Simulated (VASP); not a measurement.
Here is a VASP 6.6.1 calculation.

File INCAR:

```
SYSTEM = W
PREC     = Accurate       ! precision mode
ENCUT    = 520            ! plane-wave cutoff, eV
EDIFF    = 1E-6           ! SCF threshold, eV
ISMEAR   = -1             ! smearing method
SIGMA    = 0.1            ! smearing width, eV
LREAL    = .FALSE.        ! projectors in reciprocal space
LASPH    = .TRUE.         ! aspherical terms in the spheres
NELM     = 80             ! most SCF steps
ALGO     = Normal         ! electronic algorithm
ISIF     = 2              ! what is computed and relaxed
LWAVE    = .FALSE.        ! write WAVECAR
LCHARG   = .FALSE.        ! write CHGCAR
GGA      = PE             ! functional
NBANDS   = 21             ! bands
```

Contents of KPOINTS:

```
Automatic mesh
0
G
  13 13 7
  0 0 0
```

Contents of POSCAR:

```
W
1.0
   -1.5917658883      1.5917658883      1.5917658883
    1.5917658883     -1.5917658883      1.5917658883
    3.1835317766      3.1835317766      0.0000000000
W
2
Direct
    0.0000000000      0.0000000000      0.0000000000
    0.5000000000      0.5000000000      0.5000000000
```

Potentials or basis: VASP PAW PBE potentials, release 64 (W_sv).

Command:

```bash
$ cat potpaw_PBE.64/W_sv/POTCAR > POTCAR
$ mpirun -np 1 vasp_std > vasp.out
```

(1) Predict the pressure.

(2) What does it give for the band gap on the k mesh?

## Answers

(1) 0.4 GPa.

(2) zero (band 14 reaches 13.51 eV, above the bottom of band 15 at 10.38 eV).

Caveat: spin-orbit coupling is left out, which moves the levels of the heavy elements.
